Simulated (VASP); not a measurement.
# MgO (Fm-3m) in VASP: notebook

MgO is run at these levels: LDA, PBE, PBEsol; tasks: single point.

Program: VASP 6.6.1. These are calculated values, not measurements. Logs are shortened: lines on timing, memory, paths and dates and some standing lists are left out, and cuts for length are marked.

### 1 The cell of the first run

Symmetry: Fm-3m, No. 225, cubic system. The conventional cell has a = 4.139 Å, b = 4.139 Å, c = 4.139 Å, α = 90.00°, β = 90.00°, γ = 90.00°. Within 2.7 Å of Mg (site symmetry m-3m) lie 6 O at 2.07 Å. Within 2.7 Å of O (site symmetry m-3m) lie 6 Mg at 2.07 Å.

### 2 Single point, LDA

File INCAR:

```
PREC     = Accurate       # precision mode
ENCUT    = 520            # plane-wave cutoff, eV
EDIFF    = 1E-6           # SCF threshold, eV
ISMEAR   = 0              # smearing method
SIGMA    = 0.01           # smearing width, eV
LREAL    = False          # projectors in reciprocal space
LASPH    = True           # aspherical terms in the spheres
NELM     = 60             # most SCF steps
ALGO     = Normal         # electronic algorithm
ISIF     = 2              # what is computed and relaxed
LWAVE    = False          # write WAVECAR
LCHARG   = False          # write CHGCAR
GGA      = CA             # functional
NBANDS   = 11             # bands
```

File KPOINTS:

```
Automatic mesh
0
Gamma
  6 6 6
```

File POSCAR:

```
MgO
1.0
    0.0000000000      2.0693150000      2.0693150000
    2.0693150000      0.0000000000      2.0693150000
    2.0693150000      2.0693150000      0.0000000000
Mg O
1 1
Direct
    0.0000000000      0.0000000000      0.0000000000
    0.5000000000      0.5000000000      0.5000000000
```

Potentials or basis: VASP PAW LDA potentials, release 64 (Mg, O).

Run with:

```bash
$ cat potpaw_LDA.64/Mg/POTCAR potpaw_LDA.64/O/POTCAR > POTCAR
$ mpirun -np 1 vasp_std > vasp.out
```

OUTCAR:

```text
PREC = Accurate
   ENCUT = 520
   EDIFF = 1E-6
   ISMEAR = 0
   LREAL = False
   LASPH = True
   NELM = 60
   ISIF = 2
   GGA = CA

 ion  position               nearest neighbor table
   1  0.000  0.000  0.000-   2 2.07   2 2.07   2 2.07   2 2.07   2 2.07   2 2.07
   2  0.500  0.500  0.500-   1 2.07   1 2.07   1 2.07   1 2.07   1 2.07   1 2.07

  LATTYP: Found a face centered cubic cell.
 ALAT       =     4.1386300000

  Lattice vectors:

 A1 = (   0.0000000000,   2.0693150000,   2.0693150000)
 A2 = (   2.0693150000,   0.0000000000,   2.0693150000)
 A3 = (   2.0693150000,   2.0693150000,   0.0000000000)

Analysis of symmetry for initial positions (statically):
=====================================================================
 Subroutine PRICEL returns:
 Original cell was already a primitive cell.

 Routine SETGRP: Setting up the symmetry group for a
 face centered cubic supercell.

 Subroutine GETGRP returns: Found 48 space group operations
 (whereof 48 operations were pure point group operations)
 out of a pool of 48 trial point group operations.

The static configuration has the point symmetry O_h .

Analysis of symmetry for dynamics (positions and initial velocities):
=====================================================================
 Subroutine PRICEL returns:
 Original cell was already a primitive cell.

 Routine SETGRP: Setting up the symmetry group for a
 face centered cubic supercell.

 Subroutine GETGRP returns: Found 48 space group operations
 (whereof 48 operations were pure point group operations)
 out of a pool of 48 trial point group operations.

The dynamic configuration has the point symmetry O_h .

 Subroutine INISYM returns: Found 48 space group operations
 (whereof 48 operations are pure point group operations),
 and found     1 'primitive' translations

----------------------------------------------------------------------------------------

                                     Primitive cell

  volume of cell :      17.7219

  direct lattice vectors                    reciprocal lattice vectors
     0.000000000  2.069315000  2.069315000    -0.241625852  0.241625852  0.241625852
     2.069315000  0.000000000  2.069315000     0.241625852 -0.241625852  0.241625852
     2.069315000  2.069315000  0.000000000     0.241625852  0.241625852 -0.241625852

  length of vectors
     2.926453338  2.926453338  2.926453338     0.418508252  0.418508252  0.418508252

  position of ions in fractional coordinates (direct lattice)
     0.000000000  0.000000000  0.000000000
     0.500000000  0.500000000  0.500000000

  ion indices of the primitive-cell ions
   primitive index   ion index
                 1           1
                 2           2

----------------------------------------------------------------------------------------

 KPOINTS: Automatic mesh

Automatic generation of k-mesh.
 Grid dimensions read from file:
 generate k-points for:    6    6    6

 Generating k-lattice:

  Cartesian coordinates                     Fractional coordinates (reciprocal lattice)
    -0.040270975  0.040270975  0.040270975     0.166666667  0.000000000  0.000000000
     0.040270975 -0.040270975  0.040270975     0.000000000  0.166666667  0.000000000
     0.040270975  0.040270975 -0.040270975     0.000000000  0.000000000  0.166666667

  Length of vectors
     0.069751375  0.069751375  0.069751375

  Shift w.r.t. Gamma in fractional coordinates (k-lattice)
     0.000000000  0.000000000  0.000000000

 Subroutine IBZKPT returns following result:
 ===========================================

 Found     16 irreducible k-points:

 Following reciprocal coordinates:
            Coordinates               Weight
  0.000000  0.000000  0.000000      1.000000
  0.166667  0.000000  0.000000      8.000000
  0.333333  0.000000  0.000000      8.000000
  0.500000  0.000000  0.000000      4.000000
  0.166667  0.166667  0.000000      6.000000
  0.333333  0.166667  0.000000     24.000000
[... 8 lines left out ...]
 -0.333333  0.333333  0.166667     24.000000
 -0.333333  0.500000  0.166667     12.000000
   k-points           NKPTS =     16   k-points in BZ     NKDIM =     16   number of bands    NBANDS=     11
   number of dos      NEDOS =    301   number of ions     NIONS =      2
   total plane-waves  NPLWV =  13824
   dimension x,y,z NGX =    24 NGY =   24 NGZ =   24
   dimension x,y,z NGXF=    48 NGYF=   48 NGZF=   48
   ions per type =               1   1
   NGX,Y,Z   is equivalent  to a cutoff of  13.63, 13.63, 13.63 a.u.
   NGXF,Y,Z  is equivalent  to a cutoff of  27.27, 27.27, 27.27 a.u.
 SYSTEM =  unknown system
   PREC   = accura    normal or accurate (medium, high low for compatibility)
   ISTART =      0    job   : 0-new  1-cont  2-samecut
   ICHARG =      2    charge: 1-file 2-atom 10-const
   ISPIN  =      1    spin polarized calculation?
   LNONCOLLINEAR =      F non collinear calculations
   LSORBIT =      F    spin-orbit coupling
   LASPH  =      T    aspherical Exc in radial PAW
   ENCUT  =  520.0 eV  38.22 Ry    6.18 a.u.   5.44  5.44  5.44*2*pi/ulx,y,z
   NELM   =     60;   NELMIN=  2; NELMDL= -5     # of ELM steps
   EDIFF  = 0.1E-05   stopping-criterion for ELM
   LREAL  =      F    real-space projection
   EDIFFG = 0.1E-04   stopping-criterion for IOM
   NSW    =      0    number of steps for IOM
   IBRION =     -1    ionic relax: 0-MD 1-quasi-New 2-CG
   NFREE  =      0    steps in history (QN), initial steepest desc. (CG)
   ISIF   =      2    stress and relaxation
   ISYM   =      2    0-nonsym 1-usesym 2-fastsym
   POTIM  = 0.5000    time-step for ionic-motion
   TEBEG  =    0.0;   TEEND  =   0.0 temperature during run
   PSTRESS=    0.0 pullay stress
   NELECT =       8.0000    total number of electrons
   NUPDOWN=      -1.0000    fix difference up-down
   EMIN   =  10.00;   EMAX   =-10.00  energy-range for DOS
   EFERMI =   0.00;   METHOD = LEGACY
   ISMEAR =     0;   SIGMA  =   0.01  broadening in eV -4-tet -1-fermi 0-gaus
   EFERMI_NEDOS =   21; number of points for ismear=-14 and -15
   IALGO  =     38    algorithm
   IMIX   =      4    mixing-type and parameters
     AMIX     =   0.40;   BMIX     =  1.00
     AMIX_MAG =   1.60;   BMIX_MAG =  1.00
  volume/ion in A,a.u.               =       8.86        59.80
  Fermi-wavevector in a.u.,A,eV,Ry     =   1.255842  2.373197 21.458269  1.577138
  Thomas-Fermi vector in A             =   2.389579
   LORBIT       =      0    0 simple, 1 ext, 2 COOP (PROOUT), +10 PAW based schemes
   GGA     = CA    functional components
   LHFCALC =     F    Hartree Fock is set to
   AEXX    =    0.0000 exact exchange contribution
   IVDW    =     0    specifies the selected vdW correction
   LEPSILON=     F    determine dielectric tensor
   LRPA    =     F    only Hartree local field effects (RPA)
 non-spin polarized calculation
 Gauss-broadening in eV      SIGMA  =   0.01
  energy-cutoff  :      520.00
  volume of cell :       17.72
 maximum number of plane-waves:       531
 NGX is ok and might be reduce to    24
   NGX = 11   NGY = 11   NGZ = 11

 number of electron       7.9999998 magnetization

 Free energy of the ion-electron system (eV)
  ---------------------------------------------------
  ext. energy  EPLUGINS =         0.00000000
  ---------------------------------------------------
  free energy    TOTEN  =       -13.44465668 eV

  energy without entropy =      -13.44465668  energy(sigma->0) =      -13.44465668

 E-fermi :   3.3512     XC(G=0): -11.8488

 val. band max:        3.2939056363   @ k =   0.0000   0.0000   0.0000
 cond. band min:       8.4817528316   @ k =   0.0000   0.0000   0.0000
 fundamental gap:      5.1878471953
 Fermi energy:         3.3512417227

 k-point     1 :       0.0000    0.0000    0.0000
  band No.  band energies     occupation
      1     -13.9944      2.00000
      2       3.2939      2.00000
      3       3.2939      2.00000
      4       3.2939      2.00000
      5       8.4818      0.00000
      6      19.1041      0.00000
      7      19.1041      0.00000
      8      19.1041      0.00000
      9      23.2690      0.00000
     10      24.9789      0.00000
     11      24.9789      0.00000

 k-point     2 :       0.1667    0.0000    0.0000
  band No.  band energies     occupation
      1     -13.6712      2.00000
      2       1.7247      2.00000
      3       3.0987      2.00000
      4       3.0987      2.00000
      5       9.8769      0.00000
      6      16.8003      0.00000
      7      19.7328      0.00000
      8      19.7328      0.00000
      9      23.7585      0.00000
     10      23.7585      0.00000
     11      26.0569      0.00000

 k-point     3 :       0.3333    0.0000    0.0000
  band No.  band energies     occupation
      1     -12.9335      2.00000
      2      -0.6006      2.00000
      3       2.7353      2.00000
      4       2.7353      2.00000
      5      11.2424      0.00000
      6      15.8549      0.00000
      7      20.0674      0.00000
      8      20.0674      0.00000
      9      24.4533      0.00000
     10      24.4533      0.00000
     11      25.2318      0.00000

 k-point     4 :       0.5000    0.0000    0.0000
  band No.  band energies     occupation
      1     -12.4992      2.00000
      2      -1.6457      2.00000
      3       2.5651      2.00000
      4       2.5651      2.00000
      5      11.3613      0.00000
      6      16.2934      0.00000
      7      19.8347      0.00000
      8      19.8347      0.00000
      9      24.6476      0.00000
     10      26.1091      0.00000
     11      26.1091      0.00000

 k-point     5 :       0.1667    0.1667    0.0000
  band No.  band energies     occupation
      1     -13.5722      2.00000
      2       1.6458      2.00000
      3       2.8724      2.00000
      4       2.8724      2.00000
      5      10.3678      0.00000
      6      15.9411      0.00000
      7      20.1044      0.00000
      8      20.1044      0.00000
      9      21.2415      0.00000
     10      25.8584      0.00000
     11      28.3740      0.00000
[... 99 lines left out ...]
 k-point    13 :       0.5000    0.5000    0.0000
  band No.  band energies     occupation
      1     -12.2084      2.00000
      2      -1.0829      2.00000
      3       1.8451      2.00000
      4       1.8451      2.00000
      5      12.2279      0.00000
      6      13.5761      0.00000
      7      16.7498      0.00000
      8      22.7360      0.00000
      9      22.7360      0.00000
     10      29.4125      0.00000
     11      30.5111      0.00000

 k-point    14 :       0.5000    0.3333    0.1667
  band No.  band energies     occupation
      1     -12.5014      2.00000
      2      -0.4766      2.00000
      3       1.2889      2.00000
      4       2.1840      2.00000
      5      13.6771      0.00000
      6      14.3902      0.00000
      7      17.1396      0.00000
      8      20.8541      0.00000
      9      23.0518      0.00000
     10      26.5564      0.00000
     11      31.6620      0.00000

 k-point    15 :      -0.3333    0.3333    0.1667
  band No.  band energies     occupation
      1     -12.2364      2.00000
      2      -0.5565      2.00000
      3       0.6306      2.00000
      4       1.9170      2.00000
      5      14.0553      0.00000
      6      15.4593      0.00000
      7      16.3522      0.00000
      8      20.1797      0.00000
      9      24.4330      0.00000
     10      25.6748      0.00000
     11      31.6264      0.00000

 k-point    16 :      -0.3333    0.5000    0.1667
  band No.  band energies     occupation
      1     -12.1589      2.00000
      2      -0.5299      2.00000
      3       0.8733      2.00000
      4       1.4953      2.00000
      5      13.8434      0.00000
      6      15.0574      0.00000
      7      16.0429      0.00000
      8      20.2471      0.00000
      9      23.8970      0.00000
     10      28.3418      0.00000
     11      30.1253      0.00000

------------------------ aborting loop because EDIFF is reached ----------------------------------------

  FORCE on cell =-STRESS in cart. coord.  units (eV):
  Direction    XX          YY          ZZ          XY          YZ          ZX
  --------------------------------------------------------------------------------------
  -------------------------------------------------------------------------------------
  Total        0.1033970      0.1033970      0.1033970     -0.0000000     -0.0000000      0.0000000
  in kB        9.3477807      9.3477807      9.3477807     -0.0000000     -0.0000000      0.0000000
  external PRESSURE =       9.3477807 kB  Pullay stress =       0.0000000 kB

 VOLUME and BASIS-vectors are now :
 -----------------------------------------------------------------------------
  energy-cutoff  :      520.00
  volume of cell :       17.72
      direct lattice vectors                 reciprocal lattice vectors
     0.000000000  2.069315000  2.069315000    -0.241625852  0.241625852  0.241625852
     2.069315000  0.000000000  2.069315000     0.241625852 -0.241625852  0.241625852
     2.069315000  2.069315000  0.000000000     0.241625852  0.241625852 -0.241625852

 POSITION                                       TOTAL-FORCE (eV/Angst)
 -----------------------------------------------------------------------------------
      0.00000      0.00000      0.00000         0.000000      0.000000      0.000000
      2.06932      2.06932      2.06932        -0.000000     -0.000000     -0.000000
 -----------------------------------------------------------------------------------
    total drift:                               -0.000000     -0.000000      0.000000

  FREE ENERGIE OF THE ION-ELECTRON SYSTEM (eV)
  ---------------------------------------------------
  free  energy   TOTEN  =       -13.4446566825 eV

  energy  without entropy=      -13.4446566825  energy(sigma->0) =      -13.44465668
```

Wall time 6.2 s (1 thread of AMD EPYC 7R43 (Zen 3), shared host); peak memory 0.09 GiB.

Results:

```yaml
Free_energy: -13.4447 eV
Pressure: 0.9 GPa
Band_gap_on_the_k_mesh: 5.19 eV, direct
```

Caveat: the k points lie up to 0.44 Å⁻¹ apart. LDA gaps usually lie below the measured ones, often by a third to a half.

### 3 Single point, PBE

File INCAR:

```
  PREC = Accurate
  ENCUT = 520
  EDIFF = 1E-6
  ISMEAR = 0
  SIGMA = 0.01
  LREAL = F
  LASPH = T
  NELM = 100
  ALGO = Normal
  ISIF = 2
  LWAVE = F
  LCHARG = T
  GGA = PE
  LELF = T
  LVHAR = T
  NBANDS = 11
```

File KPOINTS:

```
regular mesh
0
Gamma
  6 6 6
```

POSCAR is that of step 2.

Potentials or basis: VASP PAW PBE potentials, release 64 (Mg, O).

Run with:

```bash
$ cat potpaw_PBE.64/Mg/POTCAR potpaw_PBE.64/O/POTCAR > POTCAR
$ mpirun -np 1 vasp_std > vasp.out
```

Run time: 10 s. Hardware: 1 thread of AMD EPYC 7R43 (Zen 3), shared host; peak memory 0.1 GiB.

The run converged. Its results:

- Free energy: -11.8519 eV
- Pressure: 13.8 GPa
- Band gap on the k mesh: 5.26 eV, direct

Levels at points of the mesh, in eV from the valence-band top:
| k point | band 2 | band 3 | band 4 | band 5 | band 6 | band 7 |
| --- | --- | --- | --- | --- | --- | --- |
| (0.00, 0.00, 0.00) | 0.00 | 0.00 | 0.00 | 5.26 | 16.10 | 16.10 |
| (0.50, 0.00, 0.00) | -4.85 | -0.71 | -0.71 | 8.24 | 13.22 | 16.86 |
| (0.50, 0.50, 0.00) | -4.30 | -1.42 | -1.42 | 9.18 | 10.56 | 13.67 |

Caveat: the k points lie up to 0.44 Å⁻¹ apart. Expect the measured gap to be larger: semilocal functionals such as PBE lack the derivative discontinuity.

### 4 Single point, PBEsol

File INCAR:

```
SYSTEM = MgO
  ALGO = Normal
  EDIFF = 1E-6
  ENCUT = 520
  GGA = PS
  ISIF = 2
  ISMEAR = 0
  LASPH = .TRUE.
  LCHARG = .TRUE.
  LELF = .TRUE.
  LREAL = .FALSE.
  LVHAR = .TRUE.
  LWAVE = .FALSE.
  NBANDS = 11
  NELM = 60
  PREC = Accurate
  SIGMA = 0.01
```

File KPOINTS:

```
k-points
0
G
  6 6 6
  0 0 0
```

POSCAR is that of step 3.

Run with:

```bash
$ cat potpaw_PBE.64/Mg/POTCAR potpaw_PBE.64/O/POTCAR > POTCAR
$ mpirun -np 1 vasp_std > vasp.out
```

Run time: 11 s. Hardware: 1 thread of AMD EPYC 7R43 (Zen 3), shared host; peak memory 0.1 GiB.

The run converged. Its results:

```yaml
Free_energy: -12.4854 eV
Pressure: 9.1 GPa
Band_gap_on_the_k_mesh: 5.16 eV, direct
```

Levels at points of the mesh, in eV from the valence-band top:
```
           k point  band 2  band 3  band 4  band 5  band 6  band 7
(0.00, 0.00, 0.00)    0.00    0.00    0.00    5.16   15.92   15.92
(0.50, 0.00, 0.00)   -4.92   -0.73   -0.73    8.08   13.10   16.72
(0.50, 0.50, 0.00)   -4.37   -1.44   -1.44    8.97   10.46   13.54
```

Caveat: the k points lie up to 0.44 Å⁻¹ apart; the PAW data sets were made with another functional, which shifts forces and pressure a little.

### 5 Overview

| level | potentials or basis | gap on the mesh (eV) | pressure (GPa) |
| --- | --- | --- | --- |
| LDA | VASP PAW LDA potentials, release 64 (Mg, O) | 5.19 | 0.9 |
| PBE | VASP PAW PBE potentials, release 64 (Mg, O) | 5.26 | 13.8 |
| PBEsol | VASP PAW PBE potentials, release 64 (Mg, O) | 5.16 | 9.1 |

Alike in all rows: task single point; no spin polarisation; cell as given; k mesh 6 × 6 × 6; cutoff (eV) 520; smearing gaussian 0.01 eV.

Caveats: all runs use coarse meshes; the PAW data sets were made with another functional, which shifts forces and pressure a little (some runs).

Absolute energies hang on the potentials; compare differences alone.
